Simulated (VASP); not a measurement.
# I (I4/mmm) in VASP: single point with LDA

Aim: the single point of I with LDA.

All numbers are computed with VASP 6.6.1; they aren't measurements. Logs are shortened: lines on timing, memory, paths and dates and some standing lists are left out, and cuts for length are marked.

### 1 The cell of the first run

The structure is tetragonal, space group I4/mmm (No. 139). Conventional cell: a = 3.134 Å, b = 3.134 Å, c = 9.089 Å, α = 90.00°, β = 90.00°, γ = 90.00°. Within 4.1 Å of I (site symmetry 4/mmm) lie 4 I at 3.13 Å.

### 2 Single point, LDA

INCAR reads:

```
ALGO = Normal
EDIFF = 1E-6
ENCUT = 520
ISIF = 2
ISMEAR = 0
LASPH = T
LCHARG = T
LELF = T
LREAL = F
LVHAR = T
LWAVE = F
NBANDS = 10
NELM = 100
PREC = Accurate
SIGMA = 0.15
```

KPOINTS reads:

```
k-points
0
Gamma
  22 22 22
```

POSCAR reads:

```
I
1.0
   -1.5668770286      1.5668770286      4.5445889442
    1.5668770286     -1.5668770286      4.5445889442
    1.5668770286      1.5668770286     -4.5445889442
I
1
Direct
    0.0000000000      0.0000000000      0.0000000000
```

Potentials or basis: VASP PAW LDA potentials, release 64 (I).

On the command line:

```sh
$ cat potpaw_LDA.64/I/POTCAR > POTCAR
$ mpirun -np 1 vasp_std > vasp.out
```

OUTCAR:

```text
EDIFF = 1E-6
   ENCUT = 520
   ISIF = 2
   ISMEAR = 0
   LASPH = T
   LREAL = F
   NELM = 100
   PREC = Accurate

 ion  position               nearest neighbor table
   1  0.000  0.000  0.000-

  LATTYP: Found a body centered tetragonal cell.
 ALAT       =     3.1337540572
 C/A-ratio  =     2.9004120051

  Lattice vectors:

 A1 = (  -1.5668770286,   1.5668770286,   4.5445889442)
 A2 = (   1.5668770286,  -1.5668770286,   4.5445889442)
 A3 = (   1.5668770286,   1.5668770286,  -4.5445889442)

Analysis of symmetry for initial positions (statically):
=====================================================================
 Subroutine PRICEL returns:
 Original cell was already a primitive cell.

 Routine SETGRP: Setting up the symmetry group for a
 body centered tetragonal supercell.

 Subroutine GETGRP returns: Found 16 space group operations
 (whereof 16 operations were pure point group operations)
 out of a pool of 16 trial point group operations.

The static configuration has the point symmetry D_4h.

Analysis of symmetry for dynamics (positions and initial velocities):
=====================================================================
 Subroutine PRICEL returns:
 Original cell was already a primitive cell.

 Routine SETGRP: Setting up the symmetry group for a
 body centered tetragonal supercell.

 Subroutine GETGRP returns: Found 16 space group operations
 (whereof 16 operations were pure point group operations)
 out of a pool of 16 trial point group operations.

The dynamic configuration has the point symmetry D_4h.

 Subroutine INISYM returns: Found 16 space group operations
 (whereof 16 operations are pure point group operations),
 and found     1 'primitive' translations

----------------------------------------------------------------------------------------

                                     Primitive cell

  volume of cell :      44.6297

  direct lattice vectors                    reciprocal lattice vectors
    -1.566877029  1.566877029  4.544588944     0.000000000  0.319106089  0.110020952
     1.566877029 -1.566877029  4.544588944     0.319106089  0.000000000  0.110020952
     1.566877029  1.566877029 -4.544588944     0.319106089  0.319106089  0.000000000

  length of vectors
     5.056035593  5.056035593  5.056035593     0.337540080  0.337540080  0.451284158

  position of ions in fractional coordinates (direct lattice)
     0.000000000  0.000000000  0.000000000

  ion indices of the primitive-cell ions
[... 74 lines left out ...]
   EDIFF  = 0.1E-05   stopping-criterion for ELM
   LREAL  =      F    real-space projection
   EDIFFG = 0.1E-04   stopping-criterion for IOM
   NSW    =      0    number of steps for IOM
   IBRION =     -1    ionic relax: 0-MD 1-quasi-New 2-CG
   NFREE  =      0    steps in history (QN), initial steepest desc. (CG)
   ISIF   =      2    stress and relaxation
   ISYM   =      2    0-nonsym 1-usesym 2-fastsym
   POTIM  = 0.5000    time-step for ionic-motion
   TEBEG  =    0.0;   TEEND  =   0.0 temperature during run
   PSTRESS=    0.0 pullay stress
   NELECT =       7.0000    total number of electrons
   NUPDOWN=      -1.0000    fix difference up-down
   EMIN   =  10.00;   EMAX   =-10.00  energy-range for DOS
   EFERMI =   0.00;   METHOD = LEGACY
   ISMEAR =     0;   SIGMA  =   0.15  broadening in eV -4-tet -1-fermi 0-gaus
   EFERMI_NEDOS =   21; number of points for ismear=-14 and -15
   IALGO  =     38    algorithm
   IMIX   =      4    mixing-type and parameters
     AMIX     =   0.40;   BMIX     =  1.00
     AMIX_MAG =   1.60;   BMIX_MAG =  1.00
  volume/ion in A,a.u.               =      44.63       301.18
  Fermi-wavevector in a.u.,A,eV,Ry     =   0.882875  1.668392 10.605317  0.779469
  Thomas-Fermi vector in A             =   2.003566
   LORBIT       =      0    0 simple, 1 ext, 2 COOP (PROOUT), +10 PAW based schemes
   GGA     = CA    functional components
   LHFCALC =     F    Hartree Fock is set to
   AEXX    =    0.0000 exact exchange contribution
   IVDW    =     0    specifies the selected vdW correction
   LEPSILON=     F    determine dielectric tensor
   LRPA    =     F    only Hartree local field effects (RPA)
 non-spin polarized calculation
 Gauss-broadening in eV      SIGMA  =   0.15
  energy-cutoff  :      520.00
  volume of cell :       44.63
 maximum number of plane-waves:      1222
 NGX is ok and might be reduce to    40
   NGX = 19   NGY = 19   NGZ = 19

 number of electron       7.0000000 magnetization

 Free energy of the ion-electron system (eV)
  ---------------------------------------------------
  ext. energy  EPLUGINS =         0.00000000
  ---------------------------------------------------
  free energy    TOTEN  =        -1.90457514 eV

  energy without entropy =       -1.89881053  energy(sigma->0) =       -1.90169284

 E-fermi :   2.7788     XC(G=0):  -8.0378

 val. band max:        2.7783209363   @ k =   0.0909   0.0000   0.0000
 cond. band min:       2.7791918535   @ k =  -0.0455   0.0455   0.0455
 fundamental gap:      0.0008709172
 Fermi energy:         2.7787598280

 k-point     1 :       0.0000    0.0000    0.0000
  band No.  band energies     occupation
      1     -11.5993      2.00000
      2      -0.2668      2.00000
      3       3.6776      0.00000
      4       3.6776      0.00000
      5       6.0717      0.00000
      6       9.8998      0.00000
      7      10.7181      0.00000
      8      15.2447      0.00000
      9      15.7249      0.00000
     10      15.7249      0.00000
[... 287 lines left out ...]
 k-point    24 :      -0.4545    0.0455   -0.0000
  band No.  band energies     occupation
      1     -10.0137      2.00000
      2      -2.9284      2.00000
      3       0.7614      2.00000
      4       4.5720      0.00000
      5       7.2230      0.00000
      6      10.7659      0.00000
      7      12.4206      0.00000
      8      13.4082      0.00000
      9      13.8264      0.00000
     10      16.0746      0.00000

 [... further k-points ...]
[... 5 lines left out ...]
  --------------------------------------------------------------------------------------
  -------------------------------------------------------------------------------------
  Total        0.2146471      0.2146471     -0.2846112      0.0000000     -0.0000000      0.0000000
  in kB        7.7056847      7.7056847    -10.2173461      0.0000000     -0.0000000      0.0000000
  external PRESSURE =       1.7313411 kB  Pullay stress =       0.0000000 kB

 VOLUME and BASIS-vectors are now :
 -----------------------------------------------------------------------------
  energy-cutoff  :      520.00
  volume of cell :       44.63
      direct lattice vectors                 reciprocal lattice vectors
    -1.566877029  1.566877029  4.544588944     0.000000000  0.319106089  0.110020952
     1.566877029 -1.566877029  4.544588944     0.319106089  0.000000000  0.110020952
     1.566877029  1.566877029 -4.544588944     0.319106089  0.319106089  0.000000000

 POSITION                                       TOTAL-FORCE (eV/Angst)
 -----------------------------------------------------------------------------------
      0.00000      0.00000      0.00000        -0.000000      0.000000     -0.000000
 -----------------------------------------------------------------------------------
    total drift:                                0.000000      0.000000     -0.000000

  FREE ENERGIE OF THE ION-ELECTRON SYSTEM (eV)
  ---------------------------------------------------
  free  energy   TOTEN  =        -1.9045751410 eV

  energy  without entropy=       -1.8988105330  energy(sigma->0) =       -1.90169284
```

OSZICAR:

```text
N       E                     dE             d eps       ncg     rms          rms(c)
DAV:   1     0.210976344864E+02    0.21098E+02   -0.23648E+03 16680   0.484E+02
DAV:   2    -0.891818341682E+00   -0.21989E+02   -0.21132E+02 21908   0.826E+01
DAV:   3    -0.192435184071E+01   -0.10325E+01   -0.10249E+01 20620   0.183E+01
DAV:   4    -0.193610278575E+01   -0.11751E-01   -0.11749E-01 20986   0.240E+00
DAV:   5    -0.193630049168E+01   -0.19771E-03   -0.19770E-03 21058   0.289E-01    0.611E+00
DAV:   6    -0.191391307658E+01    0.22387E-01   -0.16843E-02 18666   0.594E-01    0.376E+00
DAV:   7    -0.190473326653E+01    0.91798E-02   -0.34510E-02 18446   0.865E-01    0.125E-01
DAV:   8    -0.190457352676E+01    0.15974E-03   -0.14727E-03 18352   0.236E-01    0.226E-02
DAV:   9    -0.190457532318E+01   -0.17964E-05   -0.19783E-05 21580   0.327E-02    0.944E-03
DAV:  10    -0.190457514102E+01    0.18216E-06   -0.37516E-06 18862   0.942E-03
   1 F= -.19045751E+01 E0= -.19016928E+01  d E =-.576461E-02
```

stdout:

```text
POSCAR found type information on POSCAR I
 POSCAR found :  1 types and       1 ions
 scaLAPACK will be used
 LDA part: xc-table for (Slater(with rela. corr.)+CA(PZ))
 , standard interpolation
 POSCAR, INCAR and KPOINTS ok, starting setup
 FFT: planning ... GRIDC
 FFT: planning ... GRID_SOFT
 FFT: planning ... GRID
 WAVECAR not read
 entering main loop
```

Wall time 14 min (1 thread of Oxide Virtual Turin-like, shared host); peak memory 0.44 GiB.

Results:

| Quantity | Value |
| --- | --- |
| Free energy | -1.9046 eV |
| Pressure | 0.2 GPa |
| Band gap on the k mesh | zero (an odd number of electrons rules out a gap without spin polarisation) |

Caveat: spin-orbit coupling is left out, which moves the levels of the heavy elements; an odd number of electrons without spin polarisation forces a metal; a magnetic or distorted state may lie lower.
